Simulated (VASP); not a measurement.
# Zn (Fm-3m) in VASP: a series of runs

Aim: see how the results for Zn move with the level of theory and the settings. Levels: r2SCAN50, PBEsol-based global hybrid, PBE+D3(BJ), PBE+D4. Tasks: single point, relaxation of cell and atoms.

All numbers are computed with VASP 6.6.1; they aren't measurements. Logs are shortened: lines on timing, memory, paths and dates and some standing lists are left out, and cuts for length are marked.

### Step 1. The cell of the first run

The structure is cubic, space group Fm-3m (No. 225). The conventional cell has a = 3.930 Å, b = 3.930 Å, c = 3.930 Å, α = 90.00°, β = 90.00°, γ = 90.00°. Within 3.7 Å of Zn (site symmetry m-3m) lie 12 Zn at 2.78 Å.

### Step 2. Single point, r2SCAN50

File POSCAR:

```
Zn
1.0
    0.0000000000      1.9647760000      1.9647760000
    1.9647760000      0.0000000000      1.9647760000
    1.9647760000      1.9647760000      0.0000000000
Zn
1
Direct
    0.0000000000      0.0000000000      0.0000000000
```

File INCAR.step1:

```
SYSTEM = Zn
PREC = Accurate
ENCUT = 440
EDIFF = 1E-5
ISMEAR = -1
SIGMA = 0.05
LREAL = .False.
LASPH = .True.
NELM = 120
ALGO = Normal
ISIF = 2
LWAVE = .True.
NBANDS = 12
GGA = PE
GGA_COMPAT = .False.
```

File INCAR.step2:

```
SYSTEM = Zn
PREC = Accurate
ENCUT = 440
EDIFF = 1E-6
ISMEAR = -1
SIGMA = 0.05
LREAL = .False.
LASPH = .True.
NELM = 120
ALGO = Normal
ISIF = 2
LWAVE = .False.
LCHARG = .True.
METAGGA = R2SCAN
LHFCALC = .True.
AEXX = 0.5
LMIXTAU = .True.
PRECFOCK = Normal
LELF = .True.
LVHAR = .True.
NBANDS = 12
ISTART = 1
GGA_COMPAT = .False.
```

File KPOINTS:

```
regular mesh
0
Gamma
  6 6 6
  0 0 0
```

Potentials or basis: VASP PAW PBE potentials, release 64 (Zn).

Run with:

```bash
$ cat potpaw_PBE.64/Zn/POTCAR > POTCAR
$ cp INCAR.step1 INCAR
$ mpirun -np 1 vasp_std > vasp.out
$ cp INCAR.step2 INCAR
$ mpirun -np 1 vasp_std > vasp.out
```

OUTCAR:

```text
SYSTEM = Zn
   PREC = Accurate
   ENCUT = 440
   EDIFF = 1E-6
   ISMEAR = -1
   LREAL = .False.
   LASPH = .True.
   NELM = 120
   ISIF = 2
   METAGGA = R2SCAN
   LHFCALC = .True.
   AEXX = 0.5
   PRECFOCK = Normal
   ISTART = 1

 ion  position               nearest neighbor table
   1  0.000  0.000  0.000-

  LATTYP: Found a face centered cubic cell.
 ALAT       =     3.9295520000

  Lattice vectors:

 A1 = (   0.0000000000,   1.9647760000,   1.9647760000)
 A2 = (   1.9647760000,   0.0000000000,   1.9647760000)
 A3 = (   1.9647760000,   1.9647760000,   0.0000000000)

Analysis of symmetry for initial positions (statically):
=====================================================================
 Subroutine PRICEL returns:
 Original cell was already a primitive cell.

 Routine SETGRP: Setting up the symmetry group for a
 face centered cubic supercell.

 Subroutine GETGRP returns: Found 48 space group operations
 (whereof 48 operations were pure point group operations)
 out of a pool of 48 trial point group operations.

The static configuration has the point symmetry O_h .

Analysis of symmetry for dynamics (positions and initial velocities):
=====================================================================
 Subroutine PRICEL returns:
 Original cell was already a primitive cell.

 Routine SETGRP: Setting up the symmetry group for a
 face centered cubic supercell.

 Subroutine GETGRP returns: Found 48 space group operations
 (whereof 48 operations were pure point group operations)
 out of a pool of 48 trial point group operations.

The dynamic configuration has the point symmetry O_h .

 Subroutine INISYM returns: Found 48 space group operations
 (whereof 48 operations are pure point group operations),
 and found     1 'primitive' translations

----------------------------------------------------------------------------------------

                                     Primitive cell

  volume of cell :      15.1694

  direct lattice vectors                    reciprocal lattice vectors
     0.000000000  1.964776000  1.964776000    -0.254481936  0.254481936  0.254481936
     1.964776000  0.000000000  1.964776000     0.254481936 -0.254481936  0.254481936
     1.964776000  1.964776000  0.000000000     0.254481936  0.254481936 -0.254481936

  length of vectors
     2.778612866  2.778612866  2.778612866     0.440775643  0.440775643  0.440775643

  position of ions in fractional coordinates (direct lattice)
     0.000000000  0.000000000  0.000000000

  ion indices of the primitive-cell ions
   primitive index   ion index
                 1           1

----------------------------------------------------------------------------------------

 KPOINTS: regular mesh

Automatic generation of k-mesh.
 Grid dimensions read from file:
 generate k-points for:    6    6    6

 Generating k-lattice:

  Cartesian coordinates                     Fractional coordinates (reciprocal lattice)
    -0.042413656  0.042413656  0.042413656     0.166666667  0.000000000  0.000000000
     0.042413656 -0.042413656  0.042413656     0.000000000  0.166666667  0.000000000
     0.042413656  0.042413656 -0.042413656     0.000000000  0.000000000  0.166666667

  Length of vectors
     0.073462607  0.073462607  0.073462607

  Shift w.r.t. Gamma in fractional coordinates (k-lattice)
     0.000000000  0.000000000  0.000000000

 Subroutine IBZKPT returns following result:
 ===========================================

 Found     16 irreducible k-points:

 Following reciprocal coordinates:
            Coordinates               Weight
  0.000000  0.000000  0.000000      1.000000
  0.166667  0.000000  0.000000      8.000000
  0.333333  0.000000  0.000000      8.000000
  0.500000  0.000000  0.000000      4.000000
  0.166667  0.166667  0.000000      6.000000
  0.333333  0.166667  0.000000     24.000000
[... 8 lines left out ...]
 -0.333333  0.333333  0.166667     24.000000
 -0.333333  0.500000  0.166667     12.000000
   k-points           NKPTS =     16   k-points in BZ     NKDIM =    216   number of bands    NBANDS=     12
   number of dos      NEDOS =    301   number of ions     NIONS =      1
   total plane-waves  NPLWV =   8000
   dimension x,y,z NGX =    20 NGY =   20 NGZ =   20
   dimension x,y,z NGXF=    40 NGYF=   40 NGZF=   40
   ions per type =               1
   NGX,Y,Z   is equivalent  to a cutoff of  11.97, 11.97, 11.97 a.u.
   NGXF,Y,Z  is equivalent  to a cutoff of  23.93, 23.93, 23.93 a.u.
 SYSTEM =  Zn
   PREC   = accura    normal or accurate (medium, high low for compatibility)
   ISTART =      1    job   : 0-new  1-cont  2-samecut
   ICHARG =      0    charge: 1-file 2-atom 10-const
   ISPIN  =      1    spin polarized calculation?
   LNONCOLLINEAR =      F non collinear calculations
   LSORBIT =      F    spin-orbit coupling
   LASPH  =      T    aspherical Exc in radial PAW
   ENCUT  =  440.0 eV  32.34 Ry    5.69 a.u.   4.75  4.75  4.75*2*pi/ulx,y,z
   NELM   =    120;   NELMIN=  2; NELMDL=  0     # of ELM steps
   EDIFF  = 0.1E-05   stopping-criterion for ELM
   LREAL  =      F    real-space projection
   EDIFFG = 0.1E-04   stopping-criterion for IOM
   NSW    =      0    number of steps for IOM
   IBRION =     -1    ionic relax: 0-MD 1-quasi-New 2-CG
   NFREE  =      0    steps in history (QN), initial steepest desc. (CG)
   ISIF   =      2    stress and relaxation
   ISYM   =      3    0-nonsym 1-usesym 2-fastsym
   POTIM  = 0.5000    time-step for ionic-motion
   TEBEG  =    0.0;   TEEND  =   0.0 temperature during run
   PSTRESS=    0.0 pullay stress
   NELECT =      12.0000    total number of electrons
   NUPDOWN=      -1.0000    fix difference up-down
   EMIN   =  10.00;   EMAX   =-10.00  energy-range for DOS
   EFERMI =   0.00;   METHOD = LEGACY
   ISMEAR =    -1;   SIGMA  =   0.05  broadening in eV -4-tet -1-fermi 0-gaus
   EFERMI_NEDOS =   21; number of points for ismear=-14 and -15
   IALGO  =     38    algorithm
   IMIX   =      1    mixing-type and parameters
     AMIX     =   0.40;   BMIX     =  1.00
     AMIX_MAG =   1.60;   BMIX_MAG =  1.00
  volume/ion in A,a.u.               =      15.17       102.37
  Fermi-wavevector in a.u.,A,eV,Ry     =   1.514069  2.861175 31.190044  2.292404
  Thomas-Fermi vector in A             =   2.623775
   LORBIT       =      0    0 simple, 1 ext, 2 COOP (PROOUT), +10 PAW based schemes
   METAGGA = R2SCAN    functional components
   LHFCALC =     T    Hartree Fock is set to
   PRECFOCK=normal    Normal, Fast or Accurate (Low or Medium for compatibility)
   ENCUT4O =  -1.0   cutoff for four orbital integrals eV
   NKREDX  =     1    reduce k-point grid by
   NKREDY  =     1    reduce k-point grid by
   NKREDZ  =     1    reduce k-point grid by
   AEXX    =    0.5000 exact exchange contribution
   HFSCREEN=    0.0000 screening length (either q_TF or 0.3 A-1)
   HFSCREENC=   0.0000 screening length for correlation (either q_TF or 0.3 A-1)
   ENCUTFOCK=  -1.0 apply spherical cutoff to Coloumb kernel
   IVDW    =     0    specifies the selected vdW correction
   LEPSILON=     F    determine dielectric tensor
   LRPA    =     F    only Hartree local field effects (RPA)
 non-spin polarized calculation
  energy-cutoff  :      440.00
  volume of cell :       15.17
 maximum number of plane-waves:       332
  NGX = 16; NGY = 16; NGZ = 16

 number of electron      11.9999991 magnetization

 Free energy of the ion-electron system (eV)
  ---------------------------------------------------
  ext. energy  EPLUGINS =         0.00000000
  ---------------------------------------------------
  free energy    TOTEN  =        -5.61487990 eV

  energy without entropy =       -5.60778134  energy(sigma->0) =       -5.61133062

 E-fermi :   3.7390     XC(G=0):  -6.9994

 val. band max:        1.9263417133   @ k =  -0.3333   0.3333   0.1667
 cond. band min:       3.7737022780   @ k =  -0.3333   0.3333   0.1667
 fundamental gap:      1.8473605648
 Fermi energy:         3.7389772360

 k-point     1 :       0.0000    0.0000    0.0000
  band No.  band energies     occupation
      1     -11.1441      2.00000
      2     -10.2574      2.00000
      3     -10.2574      2.00000
      4     -10.2574      2.00000
      5      -9.8904      2.00000
      6      -9.8904      2.00000
      7      24.8098      0.00000
      8      25.1379      0.00000
      9      25.1379      0.00000
     10      25.1379      0.00000
     11      27.3210      0.00000
     12      27.3210      0.00000

 k-point     2 :       0.1667    0.0000    0.0000
  band No.  band energies     occupation
      1     -10.5125      2.00000
      2     -10.1843      2.00000
      3     -10.1843      2.00000
      4      -9.8887      2.00000
      5      -9.8887      2.00000
      6      -9.8733      2.00000
      7      16.9651      0.00000
      8      23.3031      0.00000
      9      23.3031      0.00000
     10      24.5147      0.00000
     11      30.1232      0.00000
     12      30.6003      0.00000

 k-point     3 :       0.3333    0.0000    0.0000
  band No.  band energies     occupation
      1     -10.6895      2.00000
      2     -10.2168      2.00000
      3     -10.2168      2.00000
      4      -9.6975      2.00000
      5      -9.6975      2.00000
      6      -6.5092      2.00000
      7       8.5793      0.00000
      8      22.1017      0.00000
      9      22.1017      0.00000
     10      23.6621      0.00000
     11      26.6046      0.00000
     12      26.6046      0.00000
[... 166 lines left out ...]
 k-point    15 :      -0.3333    0.3333    0.1667
  band No.  band energies     occupation
      1     -10.4855      2.00000
      2     -10.4101      2.00000
      3     -10.1423      2.00000
      4      -9.8887      2.00000
      5      -9.5473      2.00000
      6       1.9263      2.00000
      7       3.7737      0.66607
      8      12.0892      0.00000
      9      12.1085      0.00000
     10      25.2709      0.00000
     11      27.6616      0.00000
     12      32.8814      0.00000

 k-point    16 :      -0.3333    0.5000    0.1667
  band No.  band energies     occupation
      1     -10.6625      2.00000
      2     -10.6029      2.00000
      3      -9.9205      2.00000
      4      -9.7561      2.00000
      5      -9.4536      2.00000
      6       4.1108      0.00118
      7       7.0448      0.00000
      8       8.9213      0.00000
      9      10.2649      0.00000
     10      24.0044      0.00000
     11      25.3238      0.00000
     12      33.7234      0.00000

------------------------ aborting loop because EDIFF is reached ----------------------------------------

  FORCE on cell =-STRESS in cart. coord.  units (eV):
  Direction    XX          YY          ZZ          XY          YZ          ZX
  --------------------------------------------------------------------------------------
  -------------------------------------------------------------------------------------
  Total       -0.2505296     -0.2505296     -0.2505296      0.0000000      0.0000000     -0.0000000
  in kB      -26.4606467    -26.4606467    -26.4606467      0.0000000      0.0000000     -0.0000000
  external PRESSURE =     -26.4606467 kB  Pullay stress =       0.0000000 kB

 VOLUME and BASIS-vectors are now :
 -----------------------------------------------------------------------------
  energy-cutoff  :      440.00
  volume of cell :       15.17
      direct lattice vectors                 reciprocal lattice vectors
     0.000000000  1.964776000  1.964776000    -0.254481936  0.254481936  0.254481936
     1.964776000  0.000000000  1.964776000     0.254481936 -0.254481936  0.254481936
     1.964776000  1.964776000  0.000000000     0.254481936  0.254481936 -0.254481936

 POSITION                                       TOTAL-FORCE (eV/Angst)
 -----------------------------------------------------------------------------------
      0.00000      0.00000      0.00000        -0.000000      0.000000     -0.000000
 -----------------------------------------------------------------------------------
    total drift:                                0.000000      0.000000      0.000000

  FREE ENERGIE OF THE ION-ELECTRON SYSTEM (eV)
  ---------------------------------------------------
  free  energy   TOTEN  =        -5.6148799008 eV

  energy  without entropy=       -5.6077813374  energy(sigma->0) =       -5.61133062
```

It took 3.2 min on 1 thread of Intel Xeon 6975P-C (Granite Rapids), shared host; peak memory 0.13 GiB.

Results:

```
Free energy            : -5.6149 eV
Pressure               : -2.6 GPa
Band gap on the k mesh : zero (band 6 reaches 4.11 eV, above the bottom of band 7 at 0.88 eV)
```

Caveat: the k points lie up to 0.46 Å⁻¹ apart; the PAW data sets were made with another functional, which shifts forces and pressure a little.

### Step 3. Relaxation of cell and atoms, PBEsol-based global hybrid

POSCAR is that of step 2.

File INCAR.step1:

```
PREC = Accurate
ENCUT = 500
EDIFF = 1E-5
ISMEAR = -1
SIGMA = 0.05
LREAL = F
LASPH = T
NELM = 120
ALGO = Normal
LWAVE = T
LCHARG = F
GGA = PE
NBANDS = 12
GGA_COMPAT = F
IBRION = 2
ISIF = 3
EDIFFG = -0.005
NELMIN = 4
NSW = 100
```

File INCAR.step2:

```
PREC = Accurate
ENCUT = 500
EDIFF = 1E-7
ISMEAR = -1
SIGMA = 0.05
LREAL = F
LASPH = T
NELM = 120
ALGO = Normal
ISIF = 3
LWAVE = F
LCHARG = F
GGA = PS
LHFCALC = T
AEXX = 0.25
PRECFOCK = Normal
IBRION = 2
NSW = 60
EDIFFG = -0.01
ISTART = 1
GGA_COMPAT = F
NELMIN = 4
```

File KPOINTS:

```
Automatic mesh
0
Gamma
  6 6 6
```

Potentials or basis: VASP PAW PBE potentials, release 64 (Zn).

Run with:

```bash
$ cat potpaw_PBE.64/Zn/POTCAR > POTCAR
$ cp INCAR.step1 INCAR
$ mpirun -np 1 vasp_std > vasp.out
$ cp INCAR.step2 INCAR
$ mpirun -np 1 vasp_std > vasp.out
```

Wall time 9.9 min (1 thread of Intel Xeon 6975P-C (Granite Rapids), shared host); peak memory 0.13 GiB.

The run converged. Its results:

| Property | Result |
| --- | --- |
| Free energy | -1.4290 eV |
| Relaxed volume | 14.36 Å³/atom |
| Relaxed cell | a = 2.728 Å, b = 2.728 Å, c = 2.728 Å, α = 60.00°, β = 60.00°, γ = 60.00° |
| Space group after relaxing (to 0.05 Å) | Fm-3m (No. 225) |
| Energy gained by relaxing | 11.6 meV/atom |
| Ionic steps | 3 |
| Pressure after relaxing | -0.1 GPa |
| Band gap on the k mesh | zero (band 6 reaches 4.10 eV, above the bottom of band 7 at 1.61 eV) |

The path:
```
step  energy change (eV)  largest force (eV/Å)  pressure (GPa)  volume (Å³)
   1              0.0000                0.0000           -4.37        15.17
   2             -0.0115                0.0000            0.52        14.28
   3             -0.0116                0.0000           -0.06        14.36
```

Final structure:
```cif
data_structure
_symmetry_space_group_name_H-M 'P 1'
_symmetry_Int_Tables_number 1
_cell_length_a 2.7282
_cell_length_b 2.7282
_cell_length_c 2.7282
_cell_angle_alpha 60.000
_cell_angle_beta 60.000
_cell_angle_gamma 60.000
_cell_volume 14.36
loop_
_atom_site_label
_atom_site_type_symbol
_atom_site_fract_x
_atom_site_fract_y
_atom_site_fract_z
_atom_site_occupancy
Zn1 Zn 0.00000 0.00000 0.00000 1
```

Levels at points of the mesh, in eV from the Fermi level:
| k point | band 2 | band 3 | band 4 | band 5 | band 6 | band 7 | band 8 | band 9 | band 10 |
| --- | --- | --- | --- | --- | --- | --- | --- | --- | --- |
| (0.00, 0.00, 0.00) | -10.96 | -10.96 | -10.96 | -10.54 | -10.54 | 20.16 | 20.25 | 20.25 | 20.25 |
| (0.50, 0.00, 0.00) | -10.97 | -10.97 | -10.20 | -10.20 | -4.49 | -2.20 | 17.04 | 17.04 | 18.59 |
| (0.50, 0.50, 0.00) | -11.64 | -10.22 | -10.10 | -10.10 | -2.18 | 2.10 | 9.44 | 9.44 | 13.10 |

Caveat: the k points lie up to 0.47 Å⁻¹ apart in the final cell; the PAW data sets were made with another functional, which shifts forces and pressure a little.

### Step 4. Relaxation of cell and atoms, PBE+D3(BJ)

File INCAR:

```
ALGO = Normal ; EDIFF = 1E-6
EDIFFG = -0.01 ; ENCUT = 600
GGA = PE ; IBRION = 2
ISIF = 3 ; ISMEAR = -1
IVDW = 12 ; LASPH = True
LCHARG = False ; LREAL = False
LWAVE = False ; NELM = 80
NSW = 60 ; PREC = Accurate
SIGMA = 0.05
```

File KPOINTS:

```
k-points
0
Gamma
  12 12 12
```

POSCAR is that of step 3.

Run with:

```bash
$ cat potpaw_PBE.64/Zn/POTCAR > POTCAR
$ mpirun -np 1 vasp_std > vasp.out
```

It took 32 s on 1 thread of Intel Xeon 8259CL, shared host; peak memory 0.16 GiB.

The run converged. Its results:

```yaml
Free_energy: -1.4928 eV
Relaxed_volume: 14.26 Å³/atom
Relaxed_cell: a = 2.722 Å, b = 2.722 Å, c = 2.722 Å, α = 60.00°, β = 60.00°, γ = 60.00°
Space_group_after_relaxing_to_0.05_Å: Fm-3m (No. 225)
Energy_gained_by_relaxing: 13.0 meV/atom
Ionic_steps: 4
Pressure_after_relaxing: 0.1 GPa
Band_gap_on_the_k_mesh: zero (band 6 reaches 5.83 eV, above the bottom of band 7 at 2.26 eV)
Dispersion_energy_per_atom: -0.429 eV
```

The path:
```
step  energy change (eV)  largest force (eV/Å)  pressure (GPa)  volume (Å³)
   1              0.0000                0.0000           -4.26        15.17
   2             -0.0130                0.0000           -0.37        14.30
   3             -0.0130                0.0000            0.23        14.23
   4             -0.0130                0.0000            0.05        14.26
```

Final structure:
```
Zn
1.0
     0.00000    1.92461    1.92461
     1.92461    0.00000    1.92461
     1.92461    1.92461    0.00000
Zn
1
Direct
  0.00000 0.00000 0.00000
```

Levels at points of the mesh, in eV from the Fermi level:
```csv
k point,band 4,band 5,band 6,band 7,band 8,band 9
"(0.00, 0.00, 0.00)",-7.75,-7.33,-7.33,19.20,19.20,19.20
"(0.50, 0.00, 0.00)",-7.01,-7.01,-3.12,-1.23,16.04,16.04
"(0.50, 0.50, 0.00)",-6.93,-6.93,-1.11,2.01,8.80,8.80
```

Caveat: pairwise dispersion overbinds metals, which lowers pressure and volume.

(Continued in part 2 of 2.)
